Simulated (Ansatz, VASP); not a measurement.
Two plane-wave programs on Ge

```
Ge
1.0
    -2.56301    2.56301    1.39666
     2.56301   -2.56301    1.39666
     2.56301    2.56301   -1.39666
Ge
2
Cartesian
  2.5630 0.0000 0.6983
  0.0000 0.0000 1.3967
```

Alike in both runs: functional PBEsol; k mesh 16 × 16 × 16; occupations gaussian, width 0.1 eV; no spin polarisation.

Ansatz relaxed the structure, and its values are those at the end. VASP's run is a single point on that final structure, the one shown.

|  | VASP | Ansatz |
| --- | --- | --- |
| version | VASP 6.6.1 | Ansatz 0.2.0 |
| potentials or method | VASP PAW PBE potentials, release 64 (Ge_d), cutoff 520 eV | scalar-relativistic, plane waves, PAW |
| valence electrons in the cell | 28 | 28 |

Ansatz gave:

```
gap on the k mesh at the Fermi level (eV) : none
pressure (GPa)                            : 0.0
```

Task: What did VASP give for the same quantities?

Result: gap on the k mesh at the Fermi level (eV): none; pressure (GPa): -0.1.

VASP's potentials were made for PBE, not for PBEsol. A gap of «none» marks a metal or a gap that the smearing closes.
